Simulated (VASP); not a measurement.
Wanted: the native input for a VASP 6.6.1 run.

| Quantity | Value |
| --- | --- |
| Task | single point |
| Functional | LDA |
| Potentials or basis | VASP PAW LDA potentials, release 64 (Os_sv_GW) |
| Cutoff | 560 eV |
| k mesh | 11 × 11 × 6 |
| Occupations | fermi-dirac, width 0.05 eV |
| Spin | non-collinear spin, zero start, spin-orbit coupling |
| Starting moments | [[0.0, 0.0, 0.0], [0.0, 0.0, 0.0]] μB |
| Dipole correction | no |
| Further INCAR settings | ALGO = Normal; EDIFF = 1e-06; NBANDS = 44 |

The structure of Os lies in POSCAR:

```
Os
1.0
    2.6971481730      0.0000000000      0.0000000000
   -1.3485740865      2.3357988356      0.0000000000
    0.0000000000      0.0000000000      4.2613185190
Os
2
Direct
    0.6666666667      0.3333333333      0.7500000000
    0.3333333333      0.6666666667      0.2500000000
```

These files were run (other wordings do the same):

INCAR

```
SYSTEM = Os
ALGO = Normal ; EDIFF = 1E-6
ENCUT = 560 ; GGA = CA
GGA_COMPAT = .FALSE. ; ISIF = 2
ISMEAR = -1 ; LASPH = .TRUE.
LCHARG = .TRUE. ; LMAXMIX = 4
LNONCOLLINEAR = .TRUE. ; LORBIT = 11
LORBMOM = .TRUE. ; LREAL = .FALSE.
LSORBIT = .TRUE. ; LVHAR = .TRUE.
LWAVE = .FALSE. ; MAGMOM = 0 0 0 0 0 0
NBANDS = 44 ; NELM = 200
PREC = Accurate ; SIGMA = 0.05
```

KPOINTS

```
k-points
0
G
  11 11 6
  0 0 0
```

Potentials or basis: VASP PAW LDA potentials, release 64 (Os_sv_GW).

Command:

```sh
$ cat potpaw_LDA.64/Os_sv_GW/POTCAR > POTCAR
$ mpirun -np 1 vasp_ncl > vasp.out
```

It gave:

| Quantity | Value |
| --- | --- |
| Pressure | 11.5 GPa |
| Net moment | 0.00 μB per cell |
| Valence electrons inside the program's atomic spheres | Os 15.20 |

Caveat: the cell stands under pressure.

It took 3.1 min on 1 thread of Intel(R) Xeon(R) Platinum 8259CL CPU @ 2.50GHz (Skylake/Cascade Lake) (shared host), peak memory 0.27 GiB.
